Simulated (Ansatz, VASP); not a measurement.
## Two plane-wave programs on GaN

```
Ga N
1.0
     3.26557    0.00000    0.00000
    -1.63279    2.82807    0.00000
     0.00000    0.00000    4.84008
Ga N
2 2
Direct
  0.33333 0.66667 0.97057
  0.66667 0.33333 0.49905
  0.33333 0.66667 0.39942
  0.66667 0.33333 0.88095
```

Alike in both runs: task single point; functional PBE; k mesh 12 × 12 × 6; occupations gaussian, width 0.02 eV; no spin polarisation.

|  | VASP | Ansatz |
| --- | --- | --- |
| version | VASP 6.6.1 | Ansatz 0.2.0 |
| potentials or method | VASP PAW PBE potentials, release 64 (Ga_d, N), cutoff 520 eV | scalar-relativistic, plane waves, PAW |
| valence electrons in the cell | 36 | 36 |

|  | VASP | Ansatz | Ansatz less VASP |
| --- | --- | --- | --- |
| gap on the k mesh at the Fermi level (eV) | 1.72 | 1.72 | -0.004 |
| least direct gap on the mesh (eV) | 1.72 | 1.72 | -0.004 |
| pressure (GPa) | 10.6 | 10.5 | -0.09 |
| traceless stress, the component that is largest in VASP (GPa) | 13.82 | 13.76 | -0.062 |
| rms of the force components (eV/Å) | 0.956 | 0.963 | +0.0072 |

Atom by atom the forces differ by 0.009 eV/Å (rms over components). The functional is the same, so the differences come from potentials, cutoffs and numerics.
